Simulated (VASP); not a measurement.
A run of VASP 6.6.1:

Contents of INCAR:

```
SYSTEM = HfN
  PREC = Accurate
  ENCUT = 520
  EDIFF = 1E-6
  ISMEAR = -1
  SIGMA = 0.15
  LREAL = .FALSE.
  LASPH = .TRUE.
  NELM = 60
  ALGO = Normal
  ISIF = 2
  LWAVE = .FALSE.
  LCHARG = .TRUE.
  GGA = PS
  LELF = .TRUE.
  LVHAR = .TRUE.
  NBANDS = 14
```

KPOINTS

```
Automatic mesh
0
G
  16 16 16
  0 0 0
```

File POSCAR:

```
HfN
1.0
    0.0000000000      2.2336017207      2.2336017207
    2.2336017207      0.0000000000      2.2336017207
    2.2336017207      2.2336017207      0.0000000000
Hf N
1 1
Direct
    0.0000000000      0.0000000000      0.0000000000
    0.5000000000      0.5000000000      0.5000000000
```

Potentials or basis: VASP PAW PBE potentials, release 64 (Hf_pv, N).

The run is started by

```bash
$ cat potpaw_PBE.64/Hf_pv/POTCAR potpaw_PBE.64/N/POTCAR > POTCAR
$ mpirun -np 1 vasp_std > vasp.out
```

Hardware: 1 thread of Intel(R) Xeon(R) Platinum 8488C (Sapphire Rapids) (shared host).

Q: How long does it take, and how much memory?

A: It took 18 s on 1 thread of Intel(R) Xeon(R) Platinum 8488C (Sapphire Rapids) (shared host), peak memory 0.17 GiB. Counts: scf iterations 13, k points 145.
